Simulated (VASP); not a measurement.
CuO: relaxation of cell and atoms with r2SCAN+D3(BJ)

CuO:

```
CELL_PARAMETERS angstrom
0.00000 2.32725 2.32725
2.32725 0.00000 2.32725
2.32725 2.32725 0.00000
ATOMIC_POSITIONS crystal
Cu 0.00000 0.00000 0.00000
O 0.25000 0.25000 0.25000
```

| Property | Result |
| --- | --- |
| Program | VASP 6.6.1 |
| Task | relaxation of cell and atoms |
| Functional | r2SCAN |
| Dispersion | D3(BJ) |
| Potentials or basis | VASP PAW PBE potentials, release 64 (Cu, O) |
| Cutoff | 600 eV |
| k mesh | 10 × 10 × 10 |
| Occupations | fermi-dirac, width 0.05 eV |
| Spin | no spin polarisation |
| Dipole correction | no |
| Further INCAR settings | ALGO = Normal; EDIFF = 1e-07; IBRION = 2; EDIFFG = -0.01; NSW = 60; ISIF = 3 |

- Relaxed volume: 11.03 Å³/atom
- Relaxed cell: a = 3.148 Å, b = 3.148 Å, c = 3.148 Å, α = 60.00°, β = 60.00°, γ = 60.00°
- Space group after relaxing (to 0.1 Å): F-43m (No. 216)
- Energy gained by relaxing: 88.5 meV/atom
- Ionic steps: 3
- Pressure after relaxing: -0.1 GPa
- Band gap on the k mesh: zero (an odd number of electrons rules out a gap without spin polarisation)
- Dispersion energy per atom: -0.123 eV

The path:
```
step  energy change (eV)  largest force (eV/Å)  pressure (GPa)  volume (Å³)
   1              0.0000                0.0000          -15.89        25.21
   2             -0.1435                0.0000            9.81        20.92
   3             -0.1770                0.0000           -0.10        22.07
```

Final structure:
```xyz
2
Lattice="0.0000 2.2262 2.2262 2.2262 0.0000 2.2262 2.2262 2.2262 0.0000" Properties=species:S:1:pos:R:3 pbc="T T T"
Cu    0.0000    0.0000    0.0000
O     1.1131    1.1131    1.1131
```

Levels at points of the mesh, in eV from the Fermi level:
| k point | band 5 | band 6 | band 7 | band 8 | band 9 | band 10 | band 11 | band 12 |
| --- | --- | --- | --- | --- | --- | --- | --- | --- |
| (0.00, 0.00, 0.00) | -2.25 | -2.25 | 0.87 | 0.87 | 0.87 | 1.41 | 15.45 | 15.45 |
| (0.50, 0.00, 0.00) | -2.11 | -2.11 | -1.92 | -0.03 | -0.03 | 6.87 | 8.64 | 14.92 |
| (0.50, 0.50, 0.00) | -2.44 | -2.00 | -1.53 | -1.23 | -1.23 | 6.33 | 11.22 | 12.13 |

Run time: 3.9 min on 1 thread of Intel(R) Xeon(R) Platinum 8375C CPU @ 2.90GHz (Ice Lake) (shared host), peak memory 0.18 GiB.

Caveat: the PAW data sets were made with another functional, which shifts forces and pressure a little; an odd number of electrons without spin polarisation forces a metal; a magnetic or distorted state may lie lower; semilocal functionals often make such compounds metallic where correlation or magnetic order opens a gap, which also shifts bond lengths. With open d or f shells a metallic result of r2SCAN can be an artefact of self-interaction; +U or a hybrid may open a gap.
